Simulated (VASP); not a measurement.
# Ga3Sn3Au10 (P1) in VASP: a series of runs

The runs below take Ga3Sn3Au10 through single point, with PBEsol.

All numbers are computed with VASP 6.6.1; they aren't measurements. Logs are shortened: lines on timing, memory, paths and dates and some standing lists are left out, and cuts for length are marked.

## Step 1: The cell of the first run

The typed cell holds 16 atoms: a = 6.911 Å, b = 6.799 Å, c = 6.761 Å, α = 75.04°, β = 91.73°, γ = 96.99°.

## Step 2: Single point, PBEsol

Contents of INCAR:

```
PREC = Accurate
ENCUT = 520
EDIFF = 1E-6
ISMEAR = 0
SIGMA = 0.1
LREAL = Auto
LASPH = True
NELM = 80
ALGO = Fast
ISIF = 2
LWAVE = False
LCHARG = False
GGA = PS
ISYM = 0
NBANDS = 110
```

Contents of KPOINTS:

```
Automatic mesh
0
Gamma
  2 2 2
  0.5 0.5 0.5
```

Contents of POSCAR:

```
Ga3Sn3Au10
1.0
    6.8981086788     -0.4144268991     -0.0770145104
   -0.4144268991      6.7292980814      0.8811748092
   -0.0770145104      0.8811748092      6.7033190289
Ga Sn Au
3 3 10
Direct
    0.5406016945      0.4725809842      0.8695375454
    1.1453228613      0.4809122296      0.6425060265
    0.8147830579      0.7386589346      0.4201733697
    0.9796157650      0.0000474262     -0.0436670018
    0.2352870936      0.3061484801      0.1774782362
    0.7023688051      0.2425733415      0.2749744321
    0.5781632405      0.9208450741      0.0992211274
    0.9102624437      0.5282081773      0.9508181746
    1.0180642969      1.0533120610      0.5216337698
    0.3662346872     -0.0611152463      0.4358642922
    0.1195340426      0.6802523754      0.2539049808
    0.3692812712      0.1710216362      0.7421201111
    0.4779626254      0.5377714229      0.4197026435
    0.7826881963      0.3236554683      0.6494498510
    0.2865785862      0.7395889864      0.8630612868
    0.6720882842      0.8582251732      0.7218445231
```

Potentials or basis: VASP PAW PBE potentials, release 64 (Ga_d, Sn_d, Au).

On the command line:

```console
$ cat potpaw_PBE.64/Ga_d/POTCAR potpaw_PBE.64/Sn_d/POTCAR potpaw_PBE.64/Au/POTCAR > POTCAR
$ mpirun -np 1 vasp_std > vasp.out
```

OUTCAR:

```text
PREC = Accurate
   ENCUT = 520
   EDIFF = 1E-6
   ISMEAR = 0
   LREAL = Auto
   LASPH = True
   NELM = 80
   ISIF = 2
   GGA = PS
   ISYM = 0

 ion  position               nearest neighbor table
   1  0.541  0.473  0.870-  12 2.57   8 2.60  16 2.61  15 2.67  14 2.72   5 2.92  13 2.98   6 3.04

   2  0.145  0.481  0.643-  14 2.60  11 2.64  15 2.67  12 2.70  13 2.72   8 2.79   9 3.23
   3  0.815  0.739  0.420-  11 2.54  13 2.55  16 2.64   9 2.64   7 2.79  14 2.83   4 3.34
   4  0.980  0.000  0.956-  11 2.80  16 2.84   9 2.88   7 2.91  14 3.03  12 3.05  15 3.10   8 3.20
                             5 3.20   3 3.34   8 3.67   6 3.73
   5  0.235  0.306  0.177-   9 2.85  10 2.88  13 2.92   1 2.92  11 2.93   8 3.02  15 3.14   4 3.20
                             6 3.33  12 3.48   6 3.71
   6  0.702  0.243  0.275-  14 2.75   7 2.79   8 2.82   9 2.92  10 2.94   1 3.04  13 3.04   5 3.33
                            16 3.44   5 3.71   4 3.73
   7  0.578  0.921  0.099-  10 2.78   6 2.79   3 2.79  16 2.80  15 2.89   4 2.91  13 2.95  12 3.01
                            11 3.45
   8  0.910  0.528  0.951-   1 2.60   2 2.79  11 2.81  14 2.81  15 2.82   6 2.82  16 3.02   5 3.02
                             4 3.20   4 3.67
   9  0.018  0.053  0.522-   3 2.64  10 2.74  16 2.79   5 2.85   4 2.88  14 2.90   6 2.92  12 2.95
                             2 3.23  15 3.39
  10  0.366  0.939  0.436-   9 2.74   7 2.78  11 2.79  16 2.83   5 2.88  15 2.89  12 2.91   6 2.94
                            13 2.95
  11  0.120  0.680  0.254-   3 2.54   2 2.64  10 2.79   4 2.80   8 2.81  15 2.83  13 2.86   5 2.93
                             7 3.45
  12  0.369  0.171  0.742-   1 2.57   2 2.70  15 2.83  13 2.89  10 2.91   9 2.95  14 2.95   7 3.01
                             4 3.05  16 3.19   5 3.48
  13  0.478  0.538  0.420-   3 2.55   2 2.72  11 2.86  14 2.89  12 2.89   5 2.92   7 2.95  10 2.95
                             1 2.98   6 3.04  16 3.48
  14  0.783  0.324  0.649-   2 2.60   1 2.72   6 2.75   8 2.81   3 2.83  13 2.89   9 2.90  12 2.95
                             4 3.03  16 3.08
  15  0.287  0.740  0.863-   1 2.67   2 2.67  16 2.81   8 2.82  12 2.83  11 2.83   7 2.89  10 2.89
                             4 3.10   5 3.14   9 3.39
  16  0.672  0.858  0.722-   1 2.61   3 2.64   9 2.79   7 2.80  15 2.81  10 2.83   4 2.84   8 3.02
                            14 3.08  12 3.19   6 3.44  13 3.48

IMPORTANT INFORMATION: All symmetrisations will be switched off!
NOSYMM: (Re-)initialisation of all symmetry stuff for point group C_1.

----------------------------------------------------------------------------------------

                                     Primitive cell

  volume of cell :     304.6731

  direct lattice vectors                    reciprocal lattice vectors
     6.898108679 -0.414426899 -0.077014510     0.145507299  0.008895345  0.000502411
    -0.414426899  6.729298081  0.881174809     0.008895345  0.151750479 -0.019845934
    -0.077014510  0.881174809  6.703319029     0.000502411 -0.019845934  0.151794421

  length of vectors
     6.910975635  6.799387573  6.761426350     0.145779812  0.153300999  0.153087099

  position of ions in fractional coordinates (direct lattice)
     0.540601694  0.472580984  0.869537545
     0.145322861  0.480912230  0.642506027
     0.814783058  0.738658935  0.420173370
     0.979615765  0.000047426  0.956332998
     0.235287094  0.306148480  0.177478236
     0.702368805  0.242573341  0.274974432
[... 8 lines left out ...]
     0.286578586  0.739588986  0.863061287
     0.672088284  0.858225173  0.721844523

  ion indices of the primitive-cell ions
   primitive index   ion index
                 1           1
                 2           2
                 3           3
                 4           4
                 5           5
                 6           6
[... 8 lines left out ...]
                15          15
                16          16

----------------------------------------------------------------------------------------

 KPOINTS: Automatic mesh

Automatic generation of k-mesh.
 Grid dimensions read from file:
 generate k-points for:    2    2    2

 Generating k-lattice:

  Cartesian coordinates                     Fractional coordinates (reciprocal lattice)
     0.072753650  0.004447672  0.000251205     0.500000000 -0.000000000 -0.000000000
     0.004447672  0.075875240 -0.009922967    -0.000000000  0.500000000  0.000000000
     0.000251205 -0.009922967  0.075897210     0.000000000  0.000000000  0.500000000

  Length of vectors
     0.072889906  0.076650499  0.076543549

  Shift w.r.t. Gamma in fractional coordinates (k-lattice)
     0.500000000  0.500000000  0.500000000

 Subroutine IBZKPT returns following result:
 ===========================================

 Found      4 irreducible k-points:

 Following reciprocal coordinates:
            Coordinates               Weight
  0.250000  0.250000  0.250000      2.000000
 -0.250000  0.250000  0.250000      2.000000
  0.250000 -0.250000  0.250000      2.000000
 -0.250000 -0.250000  0.250000      2.000000
   k-points           NKPTS =      4   k-points in BZ     NKDIM =      4   number of bands    NBANDS=    110
   number of dos      NEDOS =    301   number of ions     NIONS =     16
   total plane-waves  NPLWV = 145800
   dimension x,y,z NGX =    54 NGY =   54 NGZ =   50
   dimension x,y,z NGXF=   108 NGYF=  108 NGZF=  100
   ions per type =               3   3  10
   NGX,Y,Z   is equivalent  to a cutoff of  12.99, 13.20, 12.29 a.u.
   NGXF,Y,Z  is equivalent  to a cutoff of  25.98, 26.41, 24.59 a.u.
 SYSTEM =  unknown system
   PREC   = accura    normal or accurate (medium, high low for compatibility)
   ISTART =      0    job   : 0-new  1-cont  2-samecut
   ICHARG =      2    charge: 1-file 2-atom 10-const
   ISPIN  =      1    spin polarized calculation?
   LNONCOLLINEAR =      F non collinear calculations
   LSORBIT =      F    spin-orbit coupling
   LASPH  =      T    aspherical Exc in radial PAW
   ENCUT  =  520.0 eV  38.22 Ry    6.18 a.u.  12.85 12.64 12.57*2*pi/ulx,y,z
   NELM   =     80;   NELMIN=  2; NELMDL= -5     # of ELM steps
   EDIFF  = 0.1E-05   stopping-criterion for ELM
   LREAL  =      T    real-space projection
   EDIFFG = 0.1E-04   stopping-criterion for IOM
   NSW    =      0    number of steps for IOM
   IBRION =     -1    ionic relax: 0-MD 1-quasi-New 2-CG
   NFREE  =      0    steps in history (QN), initial steepest desc. (CG)
   ISIF   =      2    stress and relaxation
   ISYM   =      0    0-nonsym 1-usesym 2-fastsym
   POTIM  = 0.5000    time-step for ionic-motion
   TEBEG  =    0.0;   TEEND  =   0.0 temperature during run
   PSTRESS=    0.0 pullay stress
   NELECT =     191.0000    total number of electrons
   NUPDOWN=      -1.0000    fix difference up-down
   EMIN   =  10.00;   EMAX   =-10.00  energy-range for DOS
   EFERMI =   0.00;   METHOD = LEGACY
   ISMEAR =     0;   SIGMA  =   0.10  broadening in eV -4-tet -1-fermi 0-gaus
   EFERMI_NEDOS =   21; number of points for ismear=-14 and -15
   IALGO  =     68    algorithm
   IMIX   =      4    mixing-type and parameters
     AMIX     =   0.40;   BMIX     =  1.00
     AMIX_MAG =   1.60;   BMIX_MAG =  1.00
  volume/ion in A,a.u.               =      19.04       128.50
  Fermi-wavevector in a.u.,A,eV,Ry     =   1.401118  2.647728 26.710011  1.963130
  Thomas-Fermi vector in A             =   2.524011
   LORBIT       =      0    0 simple, 1 ext, 2 COOP (PROOUT), +10 PAW based schemes
   GGA     = PS    functional components
   LHFCALC =     F    Hartree Fock is set to
   AEXX    =    0.0000 exact exchange contribution
   IVDW    =     0    specifies the selected vdW correction
   LEPSILON=     F    determine dielectric tensor
   LRPA    =     F    only Hartree local field effects (RPA)
 non-spin polarized calculation
 RMM-DIIS sequential band-by-band and
 Gauss-broadening in eV      SIGMA  =   0.10
  energy-cutoff  :      520.00
  volume of cell :      304.67
 maximum number of plane-waves:      8206
 NGX is ok and might be reduce to    54
   NGX = 25   NGY = 25   NGZ = 25

 number of electron     191.0000006 magnetization

 Free energy of the ion-electron system (eV)
  ---------------------------------------------------
  ext. energy  EPLUGINS =         0.00000000
  ---------------------------------------------------
  free energy    TOTEN  =       -64.42415825 eV

  energy without entropy =      -64.41138787  energy(sigma->0) =      -64.41777306

 E-fermi :   8.4035     XC(G=0): -11.9770

 val. band max:        8.3054427975   @ k =   0.2500  -0.2500   0.2500
 cond. band min:       8.4952843975   @ k =  -0.2500   0.2500   0.2500
 fundamental gap:      0.1898416000
 Fermi energy:         8.4035350424

 k-point     1 :       0.2500    0.2500    0.2500
  band No.  band energies     occupation
      1     -13.1256      2.00000
      2     -13.0974      2.00000
      3     -13.0850      2.00000
      4     -13.0710      2.00000
      5     -13.0631      2.00000
      6     -13.0556      2.00000
[... 99 lines left out ...]
    106      12.1453      0.00000
    107      12.3727      0.00000

 k-point     2 :      -0.2500    0.2500    0.2500
  band No.  band energies     occupation
      1     -13.1255      2.00000
      2     -13.0975      2.00000
      3     -13.0855      2.00000
      4     -13.0702      2.00000
      5     -13.0631      2.00000
      6     -13.0561      2.00000
[... 99 lines left out ...]
    106      11.9695      0.00000
    107      12.0543      0.00000

 k-point     3 :       0.2500   -0.2500    0.2500
  band No.  band energies     occupation
      1     -13.1256      2.00000
      2     -13.0973      2.00000
      3     -13.0851      2.00000
      4     -13.0705      2.00000
      5     -13.0634      2.00000
      6     -13.0564      2.00000
[... 99 lines left out ...]
    106      11.6561      0.00000
    107      11.8809      0.00000

 k-point     4 :      -0.2500   -0.2500    0.2500
  band No.  band energies     occupation
      1     -13.1255      2.00000
      2     -13.0976      2.00000
      3     -13.0854      2.00000
      4     -13.0708      2.00000
      5     -13.0629      2.00000
      6     -13.0553      2.00000
[... 99 lines left out ...]
    106      12.1783      0.00000
    107      12.4358      0.00000
 [bands above 107 left out]

------------------------ aborting loop because EDIFF is reached ----------------------------------------

  FORCE on cell =-STRESS in cart. coord.  units (eV):
  Direction    XX          YY          ZZ          XY          YZ          ZX
  --------------------------------------------------------------------------------------
  -------------------------------------------------------------------------------------
  Total       -0.4460576     -0.2323742     -0.2779281      0.0537148     -0.1672896      0.0250070
  in kB       -2.3456723     -1.2219807     -1.4615341      0.2824685     -0.8797217      0.1315038
  external PRESSURE =      -1.6763957 kB  Pullay stress =       0.0000000 kB

 VOLUME and BASIS-vectors are now :
 -----------------------------------------------------------------------------
  energy-cutoff  :      520.00
  volume of cell :      304.67
      direct lattice vectors                 reciprocal lattice vectors
     6.898108679 -0.414426899 -0.077014510     0.145507299  0.008895345  0.000502411
    -0.414426899  6.729298081  0.881174809     0.008895345  0.151750479 -0.019845934
    -0.077014510  0.881174809  6.703319029     0.000502411 -0.019845934  0.151794421

 POSITION                                       TOTAL-FORCE (eV/Angst)
 -----------------------------------------------------------------------------------
      3.46631      3.72231      6.20358         0.009972      0.016192     -0.005789
      0.75367      3.74214      4.71950        -0.004367      0.012361      0.007354
      5.28198      5.00323      3.40469        -0.006665      0.003397      0.006230
      6.68382      0.43704      6.33520        -0.007686      0.003398     -0.012120
      1.48249      2.11904      1.44134        -0.000346     -0.006617      0.009688
      4.72331      1.58357      2.00290         0.000310     -0.013328      0.011031
[... 8 lines left out ...]
      1.60388      5.61866      6.41501         0.010452      0.018908     -0.013189
      4.22487      6.13279      5.54324        -0.008431     -0.011117     -0.002933
 -----------------------------------------------------------------------------------
    total drift:                                0.000029      0.014042     -0.011823

  FREE ENERGIE OF THE ION-ELECTRON SYSTEM (eV)
  ---------------------------------------------------
  free  energy   TOTEN  =       -64.4241582506 eV

  energy  without entropy=      -64.4113878696  energy(sigma->0) =      -64.41777306
```

It took 2.5 min on 1 thread of AMD EPYC 9R45 (Zen 5), shared host; peak memory 0.39 GiB.

Results:

```
Free energy            : -64.4242 eV
Pressure               : -0.2 GPa
Largest force          : 0.025 eV/Å
Band gap on the k mesh : zero (an odd number of electrons rules out a gap without spin polarisation)
```

Forces in eV/Å, atoms in the order of the input:
```
Ga   0.010  0.016 -0.006
Ga  -0.004  0.012  0.007
Ga  -0.007  0.003  0.006
Sn  -0.008  0.003 -0.012
Sn   0.000 -0.007  0.010
Sn   0.000 -0.013  0.011
Au  -0.002 -0.004  0.003
Au   0.002  0.003 -0.010
Au   0.007 -0.004 -0.005
Au   0.002  0.011  0.007
Au   0.010  0.003  0.007
Au  -0.009 -0.022 -0.004
Au  -0.003 -0.010 -0.006
Au   0.000 -0.001  0.008
Au   0.010  0.019 -0.013
Au  -0.008 -0.011 -0.003
```

Stress tensor (GPa, compression positive):
```
-0.23  0.03  0.01
 0.03 -0.12 -0.09
 0.01 -0.09 -0.15
```

Levels at points of the mesh, in eV from the Fermi level:
```
           k point  band 92  band 93  band 94  band 95  band 96  band 97  band 98  band 99
(0.25, 0.25, 0.25)    -1.52    -1.16    -0.85    -0.54     0.41     0.66     1.26     1.46
```

Caveat: the k points lie up to 0.48 Å⁻¹ apart, too coarse for converged energies and pressures of a metal; the PAW data sets were made with another functional, which shifts forces and pressure a little; spin-orbit coupling is left out, which moves the levels of the heavy elements.

(Part 1 of 2 ends here.)

The gap in the log of VASP goes by the Fermi energy; the results here count the filled bands.